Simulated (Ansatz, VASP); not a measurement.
## Co2Ru3: VASP beside Ansatz

```
CELL_PARAMETERS angstrom
2.66536 0.00000 0.00000
-1.33268 2.30827 0.00000
0.00000 0.00000 20.69956
ATOMIC_POSITIONS crystal
Co 0.66667 0.33333 0.79604
Co 0.66667 0.33333 0.20396
Co 0.66667 0.33333 0.40129
Co 0.66667 0.33333 0.59871
Ru 0.33333 0.66667 0.69731
Ru 0.33333 0.66667 0.89625
Ru 0.33333 0.66667 0.10375
Ru 0.33333 0.66667 0.30269
Ru 0.33333 0.66667 0.50000
Ru 0.66667 0.33333 0.00000
```

Alike in both runs: functional PBE; k mesh 6 × 6 × 1; occupations gaussian, width 0.1 eV; collinear spin.

Ansatz relaxed the structure, and its values are those at the end. VASP's run is a single point on that final structure, the one shown.

```csv
,VASP,Ansatz
version,VASP 6.6.1,Ansatz 0.2.0
potentials or method,"VASP PAW PBE potentials, release 64 (Co, Ru_pv), cutoff 520 eV","scalar-relativistic, plane waves, PAW"
valence electrons in the cell,120,164
```

```tsv
	VASP	Ansatz	Ansatz less VASP
gap on the k mesh at the Fermi level (eV)	none	none	-
pressure (GPa)	-0.3	0.0	+0.31
net moment per atom (μB)	0.52	0.52	+0.003
size of the moment on the site where the two differ most (μB)	1.34	1.38	+0.039
```

Site moments also hang on the region over which each program counts them. A gap of «none» marks a metal or a gap that the smearing closes. VASP's potentials hold 120 valence electrons a cell and Ansatz's 164, so a difference there can come from the potentials and not from the codes.

The k mesh is coarse, so the values compare programs but aren't converged.
